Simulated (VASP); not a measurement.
Here is a VASP 6.6.1 calculation.

Contents of INCAR:

```
  PREC = Accurate
  ENCUT = 600
  EDIFF = 1E-6
  ISMEAR = 0
  SIGMA = 0.1
  LREAL = F
  LASPH = T
  NELM = 60
  ALGO = Normal
  ISIF = 3
  LWAVE = F
  LCHARG = F
  GGA = PE
  IBRION = 2
  NSW = 90
  EDIFFG = -0.04
```

File KPOINTS:

```
regular mesh
0
Gamma
  8 8 8
```

POSCAR

```
Sb
1.0
   -1.2879367700      2.1072751500      2.5735015700
    1.2879367700     -2.1072751500      2.5735015700
    1.2879367700      2.1072751500     -2.5735015700
Sb
1
Direct
    0.0000000000      0.5000000000      0.5000000000
```

Potentials or basis: VASP PAW PBE potentials, release 64 (Sb).

Launch:

```console
$ cat potpaw_PBE.64/Sb/POTCAR > POTCAR
$ mpirun -np 1 vasp_std > vasp.out
```

Problem. Estimate the relaxed cell.

Solution. a = 3.341 Å, b = 3.341 Å, c = 3.341 Å, α = 121.25°, β = 106.96°, γ = 100.93°.

Problem. Predict the band gap on the k mesh.

Solution. Zero (an odd number of electrons rules out a gap without spin polarisation).

Problem. What does it give for the relaxed volume?

Solution. 27.72 Å³/atom.

Final structure:
```
Sb
1.0
    -1.63886    1.98844    2.12687
     1.63886   -1.98844    2.12687
     1.63886    1.98844   -2.12687
Sb
1
Direct
  0.00000 0.50000 0.50000
```

Caveat: spin-orbit coupling is left out, which moves the levels of the heavy elements.
